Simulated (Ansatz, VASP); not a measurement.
**BN in VASP and in Ansatz**

File INCAR:

```
PREC = Accurate
ENCUT = 520
EDIFF = 1E-6
ISMEAR = -1
SIGMA = 0.05
LREAL = False
LASPH = True
NELM = 80
ALGO = Normal
ISIF = 2
LWAVE = False
LCHARG = False
GGA = PE
NBANDS = 16
```

File KPOINTS:

```
regular mesh
0
Gamma
  12 12 6
```

POSCAR

```
BN
1.0
    2.5360000000      0.0000000000      0.0000000000
   -1.2680000000      2.1962400000      0.0000000000
    0.0000000000      0.0000000000      4.2269933333
B N
2 2
Direct
    0.6666666667      0.3333333333      0.0000000000
    0.3333333333      0.6666666667      0.5000000000
    0.6666666667      0.3333333333      0.3750000000
    0.3333333333      0.6666666667      0.8750000000
```

Input for Ansatz:

```yaml
crystal:
  lattice:
    - [2.536, 0.0, 0.0]
    - [-1.268, 2.19624, 0.0]
    - [0.0, 0.0, 4.226993333333333]
  atoms:
    - { symbol: B, position: [0.6666666666666666, 0.3333333333333333, 0.0] }
    - { symbol: B, position: [0.3333333333333333, 0.6666666666666666, 0.5] }
    - { symbol: "N", position: [0.6666666666666666, 0.3333333333333333, 0.375] }
    - { symbol: "N", position: [0.3333333333333333, 0.6666666666666666, 0.875] }
basis:
  ecutwfc: 520.0
kpoints:
  mp_grid:
    grid: [12, 12, 6]
hamiltonian:
  xc: pbe
scf:
  occupations:
    method: fermi_dirac
    width: 0.05
output:
  stress: true
```

Alike in both runs: task single point; functional PBE; k mesh 12 × 12 × 6; occupations fermi-dirac, width 0.05 eV; no spin polarisation.

|  | VASP | Ansatz |
| --- | --- | --- |
| version | VASP 6.6.1 | Ansatz 0.2.0 |
| potentials or method | VASP PAW PBE potentials, release 64 (B, N), cutoff 520 eV | plane waves, PAW |
| valence electrons in the cell | 16 | 16 |

```tsv
	VASP	Ansatz	Ansatz less VASP
pressure (GPa)	5.6	5.4	-0.25
traceless stress, the component that is largest in VASP (GPa)	-5.15	-5.09	+0.054
```
